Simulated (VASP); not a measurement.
Runs of VASP 6.6.1 on LaAgS2. The structure is that of space group R-3m (No. 166), or close to it. The cells are those of the table. 

```csv
task,level,potentials or basis,cell,k mesh,cutoff (eV),smearing,gap on the mesh (eV),pressure (GPa),relaxed volume (Å³/atom),largest force (eV/Å)
single point,PBE,"VASP PAW PBE potentials, release 64 (Ag, La, S)","a = 6.419 Å, angles 38.8°, 4 atoms",8 × 8 × 8,520,fermi-dirac 0.02 eV,2.26,(c),-,0.04
single point,LDA,"VASP PAW LDA potentials, release 64 (Ag, La, S)","a = 6.419 Å, angles 38.8°, 4 atoms",8 × 8 × 8,520,gaussian 0.01 eV,2.13,-5.6,-,0.01
relaxation of cell and atoms,LDA,"VASP PAW LDA potentials, release 64 (Ag, La, S)","relaxed from a = 6.414 Å, angles 38.9°, 4 atoms",6 × 6 × 6,600,fermi-dirac 0.02 eV,2.07,0.0,21.19,-
single point,PBE,"VASP PAW PBE potentials, release 64 (Ag, La, S)","a = 6.414 Å, angles 38.9°, 4 atoms",6 × 6 × 6,520,fermi-dirac 0.02 eV,2.37,-0.1,-,0.01
single point,PBEsol,"VASP PAW PBE potentials, release 64 (Ag, La, S)","a = 6.160 Å, angles 40.1°, 4 atoms",6 × 6 × 6,520,fermi-dirac 0.02 eV,2.16,0.0,-,-
relaxation of cell and atoms,PBEsol,"VASP PAW PBE potentials, release 64 (Ag, La, S)","relaxed from a = 6.414 Å, angles 38.9°, 4 atoms",6 × 6 × 6,600,fermi-dirac 0.02 eV,(b),0.0,21.89,-
single point,r2SCAN,"VASP PAW PBE potentials, release 64 (Ag, La, S)","a = 6.419 Å, angles 38.8°, 4 atoms",6 × 6 × 6,520,fermi-dirac 0.02 eV,2.69,(a),-,0.01
single point,LDA,"VASP PAW LDA potentials, release 64 (Ag, La, S)","a = 6.056 Å, angles 40.6°, 4 atoms",6 × 6 × 6,520,fermi-dirac 0.02 eV,2.07,0.0,-,0.01
```

Alike in all rows: no spin polarisation.

Task: Estimate the missing entries.

Result: (a) -0.2; (b) 2.17; (c) 0.1.

Caveats: spin-orbit coupling is left out, which moves the levels of the heavy elements; the PAW data sets were made with another functional, which shifts forces and pressure a little (some runs).

A k mesh can miss the band edges, and the runs leave out spin-orbit coupling on Ag, La.
